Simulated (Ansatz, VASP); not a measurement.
# Two plane-wave programs on B

```
CELL_PARAMETERS angstrom
-2.88197 3.07452 0.83489
3.07452 -2.88197 0.83489
2.09100 2.09100 -0.48224
ATOMIC_POSITIONS crystal
B 0.07149 0.92851 0.00000
B 0.67851 0.32149 0.50000
```

Alike in both runs: task single point; functional revPBE; k mesh 22 × 22 × 12; occupations fermi-dirac, width 0.1 eV; no spin polarisation.

```csv
,VASP,Ansatz
version,VASP 6.6.1,Ansatz 0.2.0
potentials or method,"VASP PAW PBE potentials, release 64 (B), cutoff 520 eV","plane waves (420 eV) with PAW, scalar-relativistic"
valence electrons in the cell,6,6
```

Ansatz gave:

| Property | Result |
| --- | --- |
| pressure (GPa) | -15.4 |
| traceless stress, the component that is largest in VASP (GPa) | -15.83 |

Q: Which values does VASP return?

A: Pressure (GPa): -15.5; traceless stress, the component that is largest in VASP (GPa): -15.78.

VASP's potentials were made for PBE, not for revPBE. Ansatz's warnings: structure snapped to symmetry.
